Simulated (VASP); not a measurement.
Al, 2 atoms in the cell. It takes space group Fd-3m (No. 227, cubic). Conventional cell: a = 6.124 Å, b = 6.124 Å, c = 6.124 Å, α = 90.00°, β = 90.00°, γ = 90.00°. Al (site symmetry -43m) has 4 Al at 2.65 Å within 3.5 Å. 

- Program: VASP 6.6.1
- Task: single point
- Functional: PBE
- Potentials or basis: VASP PAW PBE potentials, release 64 (Al)
- Cutoff: 500 eV
- k mesh: 11 × 11 × 11
- Occupations: fermi-dirac, width 0.0612256 eV
- Spin: no spin polarisation
- Dipole correction: no
- Further INCAR settings: ALGO = Normal; EDIFF = 1e-06; NBANDS = 10

Potentials or basis: VASP PAW PBE potentials, release 64 (Al).

Command:

```sh
$ cat potpaw_PBE.64/Al/POTCAR > POTCAR
$ mpirun -np 1 vasp_std > vasp.out
```

Hardware: 1 thread of AMD EPYC 7R13, with other jobs on the host.

Task: Estimate the wall time of this run.

Result: Wall time 36 s on 1 thread of AMD EPYC 7R13, with other jobs on the host, peak memory 0.15 GiB. Counts: scf iterations 10, k points 56.
